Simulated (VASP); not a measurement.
# BaHfO3: single point with r2SCAN

The system is BaHfO3.

```
CELL_PARAMETERS angstrom
4.42773 0.00000 0.00000
0.00000 4.42773 0.00000
0.00000 0.00000 4.07137
ATOMIC_POSITIONS crystal
Ba 0.50000 0.50000 0.50000
Hf 0.00000 0.00000 0.00000
O 0.00000 0.50000 0.00000
O 0.50000 0.00000 0.00000
O 0.00000 0.00000 0.50000
```

```json
{"Program": "VASP 6.6.1", "Task": "single point", "Functional": "r2SCAN", "Potentials or basis": "VASP PAW PBE potentials, release 64 (Ba_sv, Hf_pv, O)", "Cutoff": "520 eV", "k mesh": "6 × 6 × 6", "Occupations": "gaussian, width 0.02 eV", "Spin": "no spin polarisation"}
```

The pressure is -11.9 GPa and the band gap on the k mesh is 3.59 eV, indirect (least direct gap 3.86 eV).

Stress tensor (GPa, compression positive):
```
-17.30   0.00   0.00
  0.00 -17.30   0.00
  0.00   0.00  -1.03
```

Levels at points of the mesh, in eV from the valence-band top:
```csv
k point,band 16,band 17,band 18,band 19,band 20,band 21,band 22,band 23
"(0.00, 0.00, 0.00)",-0.72,-0.36,-0.36,-0.26,3.59,4.02,4.02,4.72
"(0.50, 0.00, 0.00)",-1.39,-1.30,-0.66,-0.60,4.39,5.85,5.98,6.18
"(0.50, 0.50, 0.00)",-1.35,-1.35,-1.17,-0.22,5.95,5.95,6.34,6.80
"(0.00, 0.00, 0.50)",-1.61,-1.48,-0.69,-0.69,4.22,6.91,6.91,7.20
"(0.50, 0.00, 0.50)",-1.29,-0.82,-0.81,-0.12,5.84,6.40,6.68,7.35
"(0.50, 0.50, 0.50)",-2.07,-0.11,0.00,0.00,6.05,6.29,6.29,7.04
```

Wall time 2.5 min on 1 thread of Intel(R) Xeon(R) 6975P-C (Granite Rapids), on a shared host, peak memory 0.26 GiB.

Caveat: the PAW data sets were made with another functional, which shifts forces and pressure a little; spin-orbit coupling is left out, which moves the levels of the heavy elements. A k mesh can miss the band edges.
